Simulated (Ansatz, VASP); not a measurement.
YMg2O2: VASP beside Ansatz

Contents of INCAR:

```
PREC = Accurate ; ENCUT = 520
EDIFF = 1E-6 ; ISMEAR = 0
SIGMA = 0.1 ; LREAL = F
LASPH = T ; NELM = 150
ALGO = Normal ; ISIF = 2
LWAVE = F ; LCHARG = F
ISPIN = 2 ; MAGMOM = 0 0 0 1 1
LORBIT = 11 ; LMAXMIX = 4
GGA = PE ; NBANDS = 26
```

The input KPOINTS:

```
regular mesh
0
Gamma
  4 4 4
```

POSCAR

```
YMg2O2
1.0
   -2.7211163800      2.7211163800      2.5910170900
    2.7211163800     -2.7211163800      2.5910170900
    2.7211163800      2.7211163800     -2.5910170900
Y Mg O
1 2 2
Direct
    0.5000000000      0.5000000000      0.0000000000
    0.5000000000      0.0000000000      0.5000000000
    0.0000000000      0.5000000000      0.5000000000
    0.8722972600      0.8722972600      0.0000000000
    0.1277027400      0.1277027400      0.0000000000
```

Input for Ansatz:

```yaml
crystal:
  lattice:
    - [-2.72111638, 2.72111638, 2.59101709]
    - [2.72111638, -2.72111638, 2.59101709]
    - [2.72111638, 2.72111638, -2.59101709]
  atoms:
    - { symbol: "Y", position: [0.5, 0.5, 0.0] }
    - { symbol: Mg, position: [0.5, 0.0, 0.5] }
    - { symbol: Mg, position: [0.0, 0.5, 0.5] }
    - { symbol: O, position: [0.87229726, 0.87229726, 0.0], spin: 1.0 }
    - { symbol: O, position: [0.12770274, 0.12770274, 0.0], spin: 1.0 }
basis:
  ecutwfc: 420
kpoints:
  mp_grid: { grid: [4, 4, 4] }
hamiltonian:
  xc: pbe
scf:
  occupations: { method: gaussian, width: 0.1 }
  lower_state_search: "off"
output:
  forces: true
  stress: true
  eigenvalues: true
  populations: true
magnetization:
  spin_polarized: true
```

Alike in both runs: task single point; functional PBE; k mesh 4 × 4 × 4; occupations gaussian, width 0.1 eV; collinear spin.

```csv
,VASP,Ansatz
version,VASP 6.6.1,Ansatz 0.2.0
potentials or method,"VASP PAW PBE potentials, release 64 (Y_sv, Mg, O), cutoff 520 eV","scalar-relativistic, plane waves, PAW"
valence electrons in the cell,27,43
```

Ansatz gave:

| Quantity | Value |
| --- | --- |
| gap on the k mesh at the Fermi level (eV) | none |
| rms of the force components (eV/Å) | 0.343 |
| net moment per atom (μB) | 0.04 |
| size of the moment on the site where the two differ most (μB) | 0.02 |

**Question.** Estimate VASP's values.

**Answer.** gap on the k mesh at the Fermi level (eV): none; rms of the force components (eV/Å): 0.219; net moment per atom (μB): 0.04; size of the moment on the site where the two differ most (μB): 0.09.

Site moments also hang on the region over which each program counts them. Atom by atom the forces differ by 0.123 eV/Å (rms over components). A gap of «none» marks a metal or a gap that the smearing closes. VASP's potentials hold 27 valence electrons a cell and Ansatz's 43, so a difference there can come from the potentials and not from the codes.

The k mesh is coarse, so the values compare programs but aren't converged.
